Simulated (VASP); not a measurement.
# InGa3AsP (P-6m2) in VASP: further runs

InGa3AsP is run at these levels: PBE; tasks: relaxation of cell and atoms, single point.

Program: VASP 6.6.1. These are calculated values, not measurements. Logs are shortened: lines on timing, memory, paths and dates and some standing lists are left out, and cuts for length are marked.

## Step 1: The cell of the first run

Symmetry: P-6m2, No. 187, hexagonal system. Conventional cell: a = 5.382 Å, b = 5.382 Å, c = 5.055 Å, α = 90.00°, β = 90.00°, γ = 120.00°. In (site symmetry -6m2) has 6 Ga at 2.99 Å and 3 P at 3.11 Å and 3 As at 3.11 Å within 3.9 Å. Ga (site symmetry mm2) has 4 Ga at 2.62 to 2.76 Å and 2 P at 2.95 Å and 2 In at 2.99 Å within 3.5 Å. P (site symmetry -6m2) has 6 Ga at 2.95 Å and 3 In at 3.11 Å and 3 As at 3.11 Å within 3.9 Å. Within 4.1 Å of As (site symmetry -6m2) lie 3 In at 3.11 Å and 3 P at 3.11 Å and 12 Ga at 3.69 Å.

The cell was generated, and may not be a known phase.

## Step 2: Relaxation of cell and atoms, PBE

File INCAR:

```
PREC = Accurate
ENCUT = 600
EDIFF = 1E-6
ISMEAR = 0
SIGMA = 0.1
LREAL = F
LASPH = T
NELM = 80
ALGO = Normal
ISIF = 3
LWAVE = F
LCHARG = F
GGA = PE
IBRION = 2
NSW = 90
EDIFFG = -0.04
```

File KPOINTS:

```
Automatic mesh
0
Gamma
  6 6 4
```

File POSCAR:

```
InGa3AsP
1.0
    5.3816619460      0.0000000000      0.0000000000
   -2.6908309730      4.6606559598      0.0000000000
    0.0000000000      0.0000000000      5.0550898626
In Ga P As
1 3 1 1
Direct
    0.3333333333      0.6666666667      0.0000000000
    0.5042956373      0.0085912745      0.5000000000
    0.9914087255      0.4957043627      0.5000000000
    0.5042956373      0.4957043627      0.5000000000
    0.6666666667      0.3333333333      0.0000000000
    0.0000000000      0.0000000000      0.0000000000
```

Potentials or basis: VASP PAW PBE potentials, release 64 (In_d, Ga_d, P, As).

Run with:

```console
$ cat potpaw_PBE.64/In_d/POTCAR potpaw_PBE.64/Ga_d/POTCAR potpaw_PBE.64/P/POTCAR potpaw_PBE.64/As/POTCAR > POTCAR
$ mpirun -np 1 vasp_std > vasp.out
```

OUTCAR:

```text
PREC = Accurate
   ENCUT = 600
   EDIFF = 1E-6
   ISMEAR = 0
   LREAL = F
   LASPH = T
   NELM = 80
   ISIF = 3
   GGA = PE
   IBRION = 2
   NSW = 90
   EDIFFG = -0.04

 ion  position               nearest neighbor table
   1  0.333  0.667  0.000-   2 2.99   2 2.99   3 2.99   3 2.99   4 2.99   4 2.99   5 3.11   6 3.11
                             5 3.11   6 3.11   6 3.11   5 3.11
   2  0.504  0.009  0.500-   3 2.62   4 2.62   4 2.76   3 2.76   1 2.99   1 2.99
   3  0.991  0.496  0.500-   2 2.62   4 2.62   2 2.76   4 2.76   1 2.99   1 2.99
   4  0.504  0.496  0.500-   2 2.62   3 2.62   2 2.76   3 2.76   1 2.99   1 2.99
   5  0.667  0.333  0.000-   1 3.11   1 3.11   1 3.11
   6  0.000  0.000  0.000-   1 3.11   1 3.11   1 3.11

  LATTYP: Found a hexagonal cell.
 ALAT       =     5.3816619460
 C/A-ratio  =     0.9393176148

  Lattice vectors:

 A1 = (   5.3816619460,   0.0000000000,   0.0000000000)
 A2 = (  -2.6908309730,   4.6606559598,   0.0000000000)
 A3 = (   0.0000000000,   0.0000000000,   5.0550898626)

Analysis of symmetry for initial positions (statically):
=====================================================================
 Subroutine PRICEL returns:
 Original cell was already a primitive cell.

 Routine SETGRP: Setting up the symmetry group for a
 hexagonal supercell.

 Subroutine GETGRP returns: Found 12 space group operations
 (whereof 12 operations were pure point group operations)
 out of a pool of 24 trial point group operations.

The static configuration has the point symmetry D_3h.

Analysis of symmetry for dynamics (positions and initial velocities):
=====================================================================
 Subroutine PRICEL returns:
 Original cell was already a primitive cell.

 Routine SETGRP: Setting up the symmetry group for a
 hexagonal supercell.

 Subroutine GETGRP returns: Found 12 space group operations
 (whereof 12 operations were pure point group operations)
 out of a pool of 24 trial point group operations.

The dynamic configuration has the point symmetry D_3h.

 Subroutine INISYM returns: Found 12 space group operations
 (whereof 12 operations are pure point group operations),
 and found     1 'primitive' translations

----------------------------------------------------------------------------------------

                                     Primitive cell

  volume of cell :     126.7921

  direct lattice vectors                    reciprocal lattice vectors
     5.381661946  0.000000000  0.000000000     0.185816205  0.107281036  0.000000000
    -2.690830973  4.660655960  0.000000000     0.000000000  0.214562072  0.000000000
     0.000000000  0.000000000  5.055089863     0.000000000  0.000000000  0.197820420

  length of vectors
     5.381661946  5.381661946  5.055089863     0.214562072  0.214562072  0.197820420

  position of ions in fractional coordinates (direct lattice)
     0.333333333  0.666666667  0.000000000
     0.504295637  0.008591274  0.500000000
     0.991408726  0.495704363  0.500000000
     0.504295637  0.495704363  0.500000000
     0.666666667  0.333333333  0.000000000
     0.000000000  0.000000000  0.000000000

  ion indices of the primitive-cell ions
   primitive index   ion index
                 1           1
                 2           2
                 3           3
                 4           4
                 5           5
                 6           6

[... 74 lines left out ...]
   ISYM   =      2    0-nonsym 1-usesym 2-fastsym
   POTIM  = 0.5000    time-step for ionic-motion
   TEBEG  =    0.0;   TEEND  =   0.0 temperature during run
   PSTRESS=    0.0 pullay stress
   NELECT =      62.0000    total number of electrons
   NUPDOWN=      -1.0000    fix difference up-down
   EMIN   =  10.00;   EMAX   =-10.00  energy-range for DOS
   EFERMI =   0.00;   METHOD = LEGACY
   ISMEAR =     0;   SIGMA  =   0.10  broadening in eV -4-tet -1-fermi 0-gaus
   EFERMI_NEDOS =   21; number of points for ismear=-14 and -15
   IALGO  =     38    algorithm
   IMIX   =      4    mixing-type and parameters
     AMIX     =   0.40;   BMIX     =  1.00
     AMIX_MAG =   1.60;   BMIX_MAG =  1.00
  volume/ion in A,a.u.               =      21.13       142.61
  Fermi-wavevector in a.u.,A,eV,Ry     =   1.289757  2.437288 22.632931  1.663474
  Thomas-Fermi vector in A             =   2.421630
   LORBIT       =      0    0 simple, 1 ext, 2 COOP (PROOUT), +10 PAW based schemes
   GGA     = PE    functional components
   LHFCALC =     F    Hartree Fock is set to
   AEXX    =    0.0000 exact exchange contribution
   IVDW    =     0    specifies the selected vdW correction
   LEPSILON=     F    determine dielectric tensor
   LRPA    =     F    only Hartree local field effects (RPA)
 conjugate gradient relaxation of ions
 non-spin polarized calculation
 Gauss-broadening in eV      SIGMA  =   0.10
  energy-cutoff  :      600.00
  volume of cell :      126.79
 maximum number of plane-waves:      4256
 NGX is ok and might be reduce to    48
   NGX = 21   NGY = 21   NGZ = 21

--------------------------------------- Ionic step        1  -------------------------------------------

 number of electron      62.0000020 magnetization

 Free energy of the ion-electron system (eV)
  ---------------------------------------------------
  ext. energy  EPLUGINS =         0.00000000
  ---------------------------------------------------
  free energy    TOTEN  =       -19.07946270 eV

  energy without entropy =      -19.04510043  energy(sigma->0) =      -19.06228157

------------------------ aborting loop because EDIFF is reached ----------------------------------------

  FORCE on cell =-STRESS in cart. coord.  units (eV):
  Direction    XX          YY          ZZ          XY          YZ          ZX
  --------------------------------------------------------------------------------------
  -------------------------------------------------------------------------------------
  Total       -0.0287597     -0.0287597      0.6246988      0.0000000     -0.0000000      0.0000000
  in kB       -0.3634143     -0.3634143      7.8938510      0.0000000     -0.0000000      0.0000000
  external PRESSURE =       2.3890075 kB  Pullay stress =       0.0000000 kB

 VOLUME and BASIS-vectors are now :
 -----------------------------------------------------------------------------
  energy-cutoff  :      600.00
  volume of cell :      126.79
      direct lattice vectors                 reciprocal lattice vectors
     5.381661946  0.000000000  0.000000000     0.185816205  0.107281036  0.000000000
    -2.690830973  4.660655960  0.000000000     0.000000000  0.214562072  0.000000000
     0.000000000  0.000000000  5.055089863     0.000000000  0.000000000  0.197820420

 POSITION                                       TOTAL-FORCE (eV/Angst)
 -----------------------------------------------------------------------------------
     -0.00000      3.10710      0.00000        -0.000000      0.000000      0.000000
      2.69083      0.04004      2.52754        -0.000000     -0.046443      0.000000
      4.00157      2.31031      2.52754         0.040221      0.023222     -0.000000
      1.38009      2.31031      2.52754        -0.040221      0.023222     -0.000000
      2.69083      1.55355      0.00000        -0.000000      0.000000      0.000000
      0.00000      0.00000      0.00000        -0.000000      0.000000      0.000000
 -----------------------------------------------------------------------------------
    total drift:                                0.000001     -0.000000     -0.000000

  FREE ENERGIE OF THE ION-ELECTRON SYSTEM (eV)
  ---------------------------------------------------
  free  energy   TOTEN  =       -19.0794627010 eV

  energy  without entropy=      -19.0451004330  energy(sigma->0) =      -19.06228157

--------------------------------------- Ionic step        2  -------------------------------------------

 number of electron      62.0000020 magnetization

 Free energy of the ion-electron system (eV)
  ---------------------------------------------------
  ext. energy  EPLUGINS =         0.00000000
  ---------------------------------------------------
  free energy    TOTEN  =       -19.08190954 eV

  energy without entropy =      -19.04813791  energy(sigma->0) =      -19.06502372

 E-fermi :   5.5888     XC(G=0): -10.3691

 val. band max:        5.5779788789   @ k =   0.1667   0.1667   0.2500
 cond. band min:       5.6316932465   @ k =   0.3333   0.0000   0.0000
 fundamental gap:      0.0537143676
 Fermi energy:         5.5888011395

 k-point     1 :       0.0000    0.0000    0.0000
  band No.  band energies     occupation
      1      -9.7261      2.00000
      2      -9.5913      2.00000
      3      -9.5913      2.00000
      4      -9.5277      2.00000
      5      -9.4438      2.00000
      6      -9.4231      2.00000
[... 829 lines left out ...]
     36       9.3069      0.00000
     37       9.5695      0.00000

------------------------ aborting loop because EDIFF is reached ----------------------------------------

  FORCE on cell =-STRESS in cart. coord.  units (eV):
  Direction    XX          YY          ZZ          XY          YZ          ZX
  --------------------------------------------------------------------------------------
  -------------------------------------------------------------------------------------
  Total       -0.1196433     -0.1196433      0.2208872     -0.0000000     -0.0000000      0.0000000
  in kB       -1.5049834     -1.5049834      2.7785214     -0.0000000     -0.0000000      0.0000000
  external PRESSURE =      -0.0771485 kB  Pullay stress =       0.0000000 kB

 VOLUME and BASIS-vectors are now :
 -----------------------------------------------------------------------------
  energy-cutoff  :      600.00
  volume of cell :      127.37
      direct lattice vectors                 reciprocal lattice vectors
     5.380417488  0.000000000  0.000000000     0.185859183  0.107305849 -0.000000000
    -2.690208744  4.659578228  0.000000000    -0.000000000  0.214611699  0.000000000
     0.000000000 -0.000000000  5.080480845    -0.000000000 -0.000000000  0.196831763

 POSITION                                       TOTAL-FORCE (eV/Angst)
 -----------------------------------------------------------------------------------
     -0.00000      3.10639      0.00000         0.000000      0.000000     -0.000000
      2.69021      0.03779      2.54024         0.000000     -0.032639     -0.000000
      4.00258      2.31089      2.54024         0.028266      0.016319      0.000000
      1.37783      2.31089      2.54024        -0.028266      0.016319     -0.000000
      2.69021      1.55319      0.00000         0.000000      0.000000     -0.000000
      5.38042      0.00000      0.00000         0.000000      0.000000     -0.000000
 -----------------------------------------------------------------------------------
    total drift:                                0.000001     -0.000000     -0.000000

  FREE ENERGIE OF THE ION-ELECTRON SYSTEM (eV)
  ---------------------------------------------------
  free  energy   TOTEN  =       -19.0819095424 eV

  energy  without entropy=      -19.0481379064  energy(sigma->0) =      -19.06502372

 reached required accuracy - stopping structural energy minimisation
```

Wall time 6.2 min (1 thread of Intel Xeon 8259CL, shared host); peak memory 0.38 GiB.

What came out:

| Item | Value |
| --- | --- |
| Free energy | -19.0819 eV |
| Relaxed volume | 21.23 Å³/atom |
| Relaxed cell | a = 5.380 Å, b = 5.380 Å, c = 5.080 Å, α = 90.00°, β = 90.00°, γ = 120.00° |
| Space group after relaxing (to 0.1 Å) | P-6m2 (No. 187) |
| Energy gained by relaxing | 0.4 meV/atom |
| Ionic steps | 2 |
| Pressure after relaxing | 0.0 GPa |
| Largest force after relaxing | 0.033 eV/Å |
| Band gap on the k mesh | zero (bands 31 and 32 overlap by 1.67 eV) |

Forces on the atoms (eV/Å):
```
In   0.000  0.000  0.000
Ga   0.000 -0.033  0.000
Ga   0.028  0.016  0.000
Ga  -0.028  0.016  0.000
P    0.000  0.000  0.000
As   0.000  0.000  0.000
```

Step by step:
```csv
step,energy change (eV),largest force (eV/Å),pressure (GPa),volume (Å³)
1,0.0000,0.0464,0.24,126.79
2,-0.0024,0.0326,-0.01,127.37
```

Final structure:
```
CELL_PARAMETERS angstrom
5.38042 0.00000 0.00000
-2.69021 4.65958 0.00000
0.00000 0.00000 5.08048
ATOMIC_POSITIONS crystal
In 0.33333 0.66667 0.00000
Ga 0.50406 0.00811 0.50000
Ga 0.99189 0.49594 0.50000
Ga 0.50406 0.49594 0.50000
P 0.66667 0.33333 0.00000
As 0.00000 0.00000 0.00000
```

Caveat: spin-orbit coupling is left out, which moves the levels of the heavy elements.

## Step 3: Single point, PBE

This run uses another cell than the first one, of 21.48 Å³/atom.

File INCAR:

```
PREC = Accurate ; ENCUT = 520
EDIFF = 1E-6 ; ISMEAR = 0
SIGMA = 0.1 ; LREAL = False
LASPH = True ; NELM = 80
ALGO = Normal ; ISIF = 2
LWAVE = False ; LCHARG = True
GGA = PE ; LELF = True
LVHAR = True ; NBANDS = 40
```

File KPOINTS:

```
regular mesh
0
Gamma
  12 12 8
```

File POSCAR:

```
InGa3AsP
1.0
    5.2821174589      0.0000000000      0.0000000000
   -2.6410587295      4.5744479051      0.0000000000
    0.0000000000      0.0000000000      5.3349363798
In Ga P As
1 3 1 1
Direct
    0.3333333333      0.6666666667      0.0000000000
    0.5023592152      0.0047184303      0.5000000000
    0.9952815697      0.4976407848      0.5000000000
    0.5023592152      0.4976407848      0.5000000000
    0.6666666667      0.3333333333      0.0000000000
    0.0000000000      0.0000000000      0.0000000000
```

Potentials or basis: VASP PAW PBE potentials, release 64 (In_d, Ga_d, P, As).

Run with:

```console
$ cat potpaw_PBE.64/In_d/POTCAR potpaw_PBE.64/Ga_d/POTCAR potpaw_PBE.64/P/POTCAR potpaw_PBE.64/As/POTCAR > POTCAR
$ mpirun -np 1 vasp_std > vasp.out
```

Wall time 12 min (1 thread of Intel Xeon 8259CL, shared host); peak memory 0.58 GiB.

It converged, with:

- Free energy: -19.0808 eV
- Pressure: 0.0 GPa
- Largest force: 0.004 eV/Å
- Band gap on the k mesh: zero (bands 31 and 32 overlap by 2.19 eV)

Forces on the atoms (eV/Å):
```
In   0.000  0.000  0.000
Ga   0.000  0.004  0.000
Ga  -0.004 -0.002  0.000
Ga   0.004 -0.002  0.000
P    0.000  0.000  0.000
As   0.000  0.000  0.000
```

Levels at points of the mesh, in eV from the Fermi level:
```
           k point  band 28  band 29  band 30  band 31  band 32  band 33  band 34  band 35
(0.00, 0.00, 0.00)    -2.94    -2.94    -0.69     0.02     0.08     0.08     0.83     0.83
(0.50, 0.00, 0.00)    -2.17    -1.67    -1.63    -0.09     0.40     1.07     1.25     2.22
(0.00, 0.00, 0.50)    -2.39    -2.39    -2.02    -2.02    -0.78    -0.55    -0.55     0.63
(0.50, 0.00, 0.50)    -2.82    -0.11     0.33     0.64     1.37     1.43     2.04     3.26
```

Caveat: spin-orbit coupling is left out, which moves the levels of the heavy elements.

The gap in the log of VASP goes by the Fermi energy; the results here count the filled bands.